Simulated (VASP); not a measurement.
Write the native input for VASP 6.6.1 that does the following.

```yaml
Task: single point
Functional: PBE
Potentials_or_basis: VASP PAW PBE potentials, release 64 (V_sv)
Cutoff: 520 eV
k_mesh: 11 × 11 × 11
Occupations: fermi-dirac, width 0.05 eV
Spin: collinear spin, ferromagnetic start
Starting_moments: "[1.453, 1.453] μB"
Dipole_correction: no
Further_INCAR_settings: ALGO = Normal; EDIFF = 1e-06; NBANDS = 24
```

The structure of V lies in POSCAR:

```
V
1.0
    0.0000000000      2.8394261418      2.8394261418
    2.8394261418      0.0000000000      2.8394261418
    2.8394261418      2.8394261418      0.0000000000
V
2
Direct
    0.1250000000      0.1250000000      0.1250000000
    0.8750000000      0.8750000000      0.8750000000
```

This isn't the form of V at room conditions, which is bcc.

The input as run:

INCAR

```
ALGO = Normal ; EDIFF = 1E-6
ENCUT = 520 ; GGA = PE
ISIF = 2 ; ISMEAR = -1
ISPIN = 2 ; LASPH = T
LCHARG = F ; LMAXMIX = 4
LORBIT = 11 ; LREAL = F
LWAVE = F ; MAGMOM = 1.453 1.453
NBANDS = 24 ; NELM = 150
PREC = Accurate ; SIGMA = 0.05
```

KPOINTS

```
k-points
0
Gamma
  11 11 11
```

Potentials or basis: VASP PAW PBE potentials, release 64 (V_sv).

Run with:

```bash
$ cat potpaw_PBE.64/V_sv/POTCAR > POTCAR
$ mpirun -np 1 vasp_std > vasp.out
```

Results of the run:

| Item | Value |
| --- | --- |
| Pressure | -5.5 GPa |
| Net moment | 3.92 μB per cell |
| Site moments | V +1.73 μB |
| Valence electrons inside the program's atomic spheres | V 11.54 |

Caveat: the cell stands under tension.

Wall time 2.8 min on 1 thread of Intel Xeon 8259CL, with other jobs on the host, peak memory 0.24 GiB.
